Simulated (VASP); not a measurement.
**MgO: single point with PBE**

The system is MgO.

```
CELL_PARAMETERS angstrom
0.00000 2.11100 2.11100
2.11100 0.00000 2.11100
2.11100 2.11100 0.00000
ATOMIC_POSITIONS crystal
Mg 0.00000 0.00000 0.00000
O 0.50000 0.50000 0.50000
```

```yaml
Program: VASP 6.6.1
Task: single point
Functional: PBE
Potentials_or_basis: VASP PAW PBE potentials, release 64 (Mg, O)
Cutoff: 600 eV
k_mesh: 4 × 4 × 4
Occupations: fermi-dirac, width 0.1 eV
Spin: no spin polarisation
Dipole_correction: no
Further_INCAR_settings: ALGO = Normal; EDIFF = 1e-06; NBANDS = 11
```

| Property | Result |
| --- | --- |
| Pressure | 2.6 GPa |
| Band gap on the k mesh | 4.65 eV, direct |

Levels at points of the mesh, in eV from the valence-band top:
| k point | band 2 | band 3 | band 4 | band 5 | band 6 | band 7 |
| --- | --- | --- | --- | --- | --- | --- |
| (0.00, 0.00, 0.00) | 0.00 | 0.00 | 0.00 | 4.65 | 15.75 | 15.75 |
| (0.50, 0.00, 0.00) | -4.59 | -0.65 | -0.65 | 7.84 | 12.52 | 16.23 |
| (0.50, 0.50, 0.00) | -4.06 | -1.34 | -1.34 | 9.10 | 9.88 | 13.02 |

It took 5.3 s on 1 thread of Intel Xeon 8259CL, with other jobs on the host, peak memory 0.14 GiB.

Caveat: the k points lie up to 0.64 Å⁻¹ apart.
